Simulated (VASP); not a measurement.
# Ti: single point with PBEsol

The system is Ti.

```xyz
2
Lattice="3.2744 0.0000 0.0000 0.0000 3.2744 0.0000 0.0000 0.0000 3.2744" Properties=species:S:1:pos:R:3 pbc="T T T"
Ti    0.0000    0.0000    0.0000
Ti    1.6372    1.6372    1.6372
```

This cell differs from its parent crystal: equal strain along all axes, cell held: +2.0 %.

```yaml
Program: VASP 6.6.1
Task: single point
Functional: PBEsol
Potentials_or_basis: VASP PAW PBE potentials, release 64 (Ti_sv)
Cutoff: 520 eV
k_mesh: 16 × 16 × 16
Occupations: gaussian, width 0.1 eV
Spin: no spin polarisation
Dipole_correction: no
Further_INCAR_settings: ALGO = Normal; EDIFF = 1e-06; NBANDS = 19
```

| Property | Result |
| --- | --- |
| Pressure | -6.3 GPa |
| Band gap on the k mesh | zero (bands 12 and 13 overlap by 1.60 eV) |

Levels at points of the mesh, in eV from the Fermi level:
```tsv
k point	band 8	band 9	band 10	band 11	band 12	band 13	band 14	band 15	band 16	band 17
(0.00, 0.00, 0.00)	-32.28	-5.93	-2.07	-2.07	0.97	0.97	0.97	2.72	2.72	3.88
(0.50, 0.00, 0.00)	-32.50	-2.63	-2.63	0.05	0.05	1.28	1.28	1.28	1.28	2.33
(0.50, 0.50, 0.00)	-32.28	-2.43	-2.43	-0.39	-0.39	1.12	1.12	2.71	2.71	3.05
(0.50, 0.50, 0.50)	-32.61	-0.61	-0.61	-0.61	-0.61	-0.61	-0.61	3.11	3.11	3.11
```

Run time: 56 s on 1 thread of AMD EPYC 7R13 Processor (Zen 3) (shared host), peak memory 0.17 GiB.

Caveat: the cell differs from its parent crystal (equal strain along all axes, cell held: +2.0 %); the cell stands under tension; the PAW data sets were made with another functional, which shifts forces and pressure a little.
